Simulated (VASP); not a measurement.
# MgS (sol) (I-4m2) in VASP: a series of runs, part 2 of 2

VASP 6.6.1. The steps go on from the part before.

**3. Single point, PBEsol (strained cell)**

INCAR reads:

```
PREC = Accurate
ENCUT = 600
EDIFF = 1E-6
ISMEAR = 0
SIGMA = 0.02
LREAL = False
LASPH = True
NELM = 120
ALGO = Normal
ISIF = 2
LWAVE = False
LCHARG = False
GGA = PS
NBANDS = 11
GGA_COMPAT = False
```

KPOINTS reads:

```
regular mesh
0
Gamma
  6 6 6
```

POSCAR reads:

```
MgS
1.0
    0.0000000000      2.8539585520      2.7979399374
    2.8539585520      0.0000000000      2.7979399374
    2.8539585520      2.8539585520      0.0000000000
Mg S
1 1
Direct
    0.0000000000      0.0000000000      0.0000000000
    0.2500000000      0.2500000000      0.2500000000
```

Potentials or basis: VASP PAW PBE potentials, release 64 (Mg, S).

The run is started by

```console
cat potpaw_PBE.64/Mg/POTCAR potpaw_PBE.64/S/POTCAR > POTCAR
mpirun -np 1 vasp_std > vasp.out
```

It took 11 s on 1 thread of Intel Xeon Platinum 8259CL at 2.50GHz (Skylake/Cascade Lake), shared host; peak memory 0.18 GiB.

Results (log left out):

```yaml
Free_energy: -8.9158 eV
Pressure: -0.6 GPa
Band_gap_on_the_k_mesh: 3.24 eV, direct
```

Stress tensor (GPa, compression positive):
```
-0.76  0.00  0.00
 0.00 -0.76  0.00
 0.00  0.00 -0.39
```

Levels at points of the mesh, in eV from the valence-band top:
```csv
k point,band 2,band 3,band 4,band 5,band 6,band 7
"(0.00, 0.00, 0.00)",-0.05,-0.05,0.00,3.24,7.82,7.82
"(0.50, 0.00, 0.00)",-3.20,-0.41,-0.31,4.94,7.41,7.61
"(0.50, 0.50, 0.00)",-2.81,-1.14,-1.14,3.65,5.41,11.10
"(0.50, 0.00, 0.50)",-2.90,-1.05,-1.04,3.70,5.55,10.87
```

Caveat: the cell differs from its parent crystal (strained cell); the PAW data sets were made with another functional, which shifts forces and pressure a little.

**4. Single point, PBEsol (strained cell)**

INCAR reads:

```
SYSTEM = MgS
PREC     = Accurate       ! precision mode
ENCUT    = 600            ! plane-wave cutoff, eV
EDIFF    = 1E-6           ! SCF threshold, eV
ISMEAR   = 0              ! smearing method
SIGMA    = 0.02           ! smearing width, eV
LREAL    = .FALSE.        ! projectors in reciprocal space
LASPH    = .TRUE.         ! aspherical terms in the spheres
NELM     = 120            ! most SCF steps
ALGO     = Normal         ! electronic algorithm
ISIF     = 2              ! what is computed and relaxed
LWAVE    = .FALSE.        ! write WAVECAR
LCHARG   = .FALSE.        ! write CHGCAR
GGA      = PS             ! functional
NBANDS   = 11             ! bands
GGA_COMPAT= .FALSE.
```

KPOINTS reads:

```
Automatic mesh
0
G
  6 6 6
  0 0 0
```

POSCAR reads:

```
MgS
1.0
    0.0000000000      2.8539585520      2.7840131090
    2.8539585520      0.0000000000      2.7840131090
    2.8539585520      2.8539585520      0.0000000000
Mg S
1 1
Direct
    0.0000000000      0.0000000000      0.0000000000
    0.2500000000      0.2500000000      0.2500000000
```

The run is started by

```console
cat potpaw_PBE.64/Mg/POTCAR potpaw_PBE.64/S/POTCAR > POTCAR
mpirun -np 1 vasp_std > vasp.out
```

It took 12 s on 1 thread of Intel Xeon Platinum 8259CL at 2.50GHz (Skylake/Cascade Lake), shared host; peak memory 0.18 GiB.

The run converged. Its results:

* Free energy: -8.9161 eV
* Pressure: -0.4 GPa
* Band gap on the k mesh: 3.25 eV, direct

Stress tensor (GPa, compression positive):
```
-0.51  0.00  0.00
 0.00 -0.51  0.00
 0.00  0.00 -0.06
```

Levels at points of the mesh, in eV from the valence-band top:
```csv
k point,band 1,band 2,band 3,band 4,band 5,band 6,band 7,band 8
"(0.00, 0.00, 0.00)",-11.31,-0.06,-0.06,0.00,3.25,7.83,7.83,7.85
"(0.50, 0.00, 0.00)",-10.62,-3.23,-0.43,-0.31,4.95,7.38,7.63,8.39
"(0.50, 0.50, 0.00)",-10.37,-2.82,-1.17,-1.17,3.63,5.38,11.18,12.05
"(0.50, 0.00, 0.50)",-10.41,-2.93,-1.06,-1.04,3.69,5.57,10.89,11.91
```

Caveat: the cell differs from its parent crystal (strained cell); the PAW data sets were made with another functional, which shifts forces and pressure a little. A k mesh can miss the band edges.

**5. Single point, PBEsol**

This run uses another cell than the first one, of 22.68 Å³/atom, 0.991 times its volume.

INCAR reads:

```
PREC = Accurate ; ENCUT = 600
EDIFF = 1E-6 ; ISMEAR = 0
SIGMA = 0.01 ; LREAL = F
LASPH = T ; NELM = 120
ALGO = Normal ; ISIF = 2
LWAVE = F ; LCHARG = F
GGA = PS ; NBANDS = 11
GGA_COMPAT = F
```

KPOINTS reads:

```
Automatic mesh
0
Gamma
  6 6 6
```

POSCAR is that of step 4.

The run is started by

```console
cat potpaw_PBE.64/Mg/POTCAR potpaw_PBE.64/S/POTCAR > POTCAR
mpirun -np 1 vasp_std > vasp.out
```

It took 11 s on 1 thread of Intel Xeon Platinum 8259CL at 2.50GHz (Skylake/Cascade Lake), shared host; peak memory 0.18 GiB.

It converged, with:

```yaml
Free_energy: -8.9161 eV
Pressure: -0.4 GPa
Band_gap_on_the_k_mesh: 3.25 eV, direct
```

Stress tensor (GPa, compression positive):
```
-0.51  0.00  0.00
 0.00 -0.51  0.00
 0.00  0.00 -0.06
```

Levels at points of the mesh, in eV from the valence-band top:
```tsv
k point	band 2	band 3	band 4	band 5	band 6	band 7
(0.00, 0.00, 0.00)	-0.06	-0.06	0.00	3.25	7.83	7.83
(0.50, 0.00, 0.00)	-3.23	-0.43	-0.31	4.95	7.38	7.63
(0.50, 0.50, 0.00)	-2.82	-1.17	-1.17	3.63	5.38	11.18
(0.50, 0.00, 0.50)	-2.93	-1.06	-1.04	3.69	5.57	10.89
```

Caveat: the PAW data sets were made with another functional, which shifts forces and pressure a little. A k mesh can miss the band edges.

**6. Relaxation of the atoms, PBEsol (strained cell)**

INCAR reads:

```
SYSTEM = MgS
PREC = Accurate
ENCUT = 520
EDIFF = 1E-7
ISMEAR = 0
SIGMA = 0.02
LREAL = .FALSE.
LASPH = .TRUE.
NELM = 120
ALGO = Normal
ISIF = 2
LWAVE = .FALSE.
LCHARG = .FALSE.
GGA = PS
IBRION = 2
NSW = 60
EDIFFG = -0.002
GGA_COMPAT = .FALSE.
NELMIN = 4
```

KPOINTS reads:

```
Automatic mesh
0
G
  6 6 6
  0 0 0
```

POSCAR reads:

```
MgS
1.0
    0.0000000000      2.8539585520      2.8087473274
    2.8539585520      0.0000000000      2.8087473274
    2.8539585520      2.8539585520      0.0000000000
Mg S
1 1
Direct
    0.0000000000      0.0000000000      0.0000000000
    0.2500000000      0.2500000000      0.2500000000
```

Potentials or basis: VASP PAW PBE potentials, release 64 (Mg, S).

The run is started by

```console
cat potpaw_PBE.64/Mg/POTCAR potpaw_PBE.64/S/POTCAR > POTCAR
mpirun -np 1 vasp_std > vasp.out
```

It took 12 s on 1 thread of Intel Xeon Platinum 8259CL at 2.50GHz (Skylake/Cascade Lake), shared host; peak memory 0.16 GiB.

It converged, with:

```
Free energy             : -8.9148 eV
Pressure after relaxing : -0.9 GPa
Band gap on the k mesh  : 3.23 eV, direct
```

Stress tensor (GPa, compression positive):
```
-0.97  0.00  0.00
 0.00 -0.97  0.00
 0.00  0.00 -0.66
```

Final structure:
```
Mg S
1.0
     0.00000    2.85396    2.80875
     2.85396    0.00000    2.80875
     2.85396    2.85396    0.00000
Mg S
1 1
Direct
  0.00000 0.00000 0.00000
  0.25000 0.25000 0.25000
```

Levels at points of the mesh, in eV from the valence-band top:
```csv
k point,band 1,band 2,band 3,band 4,band 5,band 6,band 7,band 8
"(0.00, 0.00, 0.00)",-11.27,-0.04,-0.04,0.00,3.23,7.82,7.82,7.83
"(0.50, 0.00, 0.00)",-10.59,-3.18,-0.39,-0.32,4.94,7.43,7.58,8.36
"(0.50, 0.50, 0.00)",-10.35,-2.81,-1.12,-1.12,3.67,5.43,11.04,12.02
"(0.50, 0.00, 0.50)",-10.38,-2.88,-1.04,-1.04,3.70,5.55,10.86,11.93
```

Caveat: the cell differs from its parent crystal (strained cell); the relaxation stopped at its first step, so nothing moved; the PAW data sets were made with another functional, which shifts forces and pressure a little. A k mesh can miss the band edges.

**7. Overview**

```csv
task,cell,cutoff (eV),smearing,gap on the mesh (eV),pressure (GPa)
single point,"a = 4.004, b = 4.004, c = 4.036 Å, angles 59.7, 59.7, 60.5°, 2 atoms",600,gaussian 0.02 eV,3.23,-0.8
single point,"a = 3.997, b = 3.997, c = 4.036 Å, angles 59.7, 59.7, 60.7°, 2 atoms",600,gaussian 0.02 eV,3.24,-0.6
single point,"a = 3.987, b = 3.987, c = 4.036 Å, angles 59.6, 59.6, 60.8°, 2 atoms",600,gaussian 0.02 eV,3.25,-0.4
single point,"a = 3.987, b = 3.987, c = 4.036 Å, angles 59.6, 59.6, 60.8°, 2 atoms",600,gaussian 0.01 eV,3.25,-0.4
relaxation of the atoms,"atoms relaxed from a = 4.004, b = 4.004, c = 4.036 Å, angles 59.7, 59.7, 60.5°, 2 atoms",520,gaussian 0.02 eV,3.23,-0.9
```

Alike in all rows: level PBEsol; potentials or basis VASP PAW PBE potentials, release 64 (Mg, S); no spin polarisation; k mesh 6 × 6 × 6.

Caveats: the PAW data sets were made with another functional, which shifts forces and pressure a little; the relaxation stopped at its first step, so nothing moved (some runs).

Absolute energies hang on the potentials; compare differences alone.
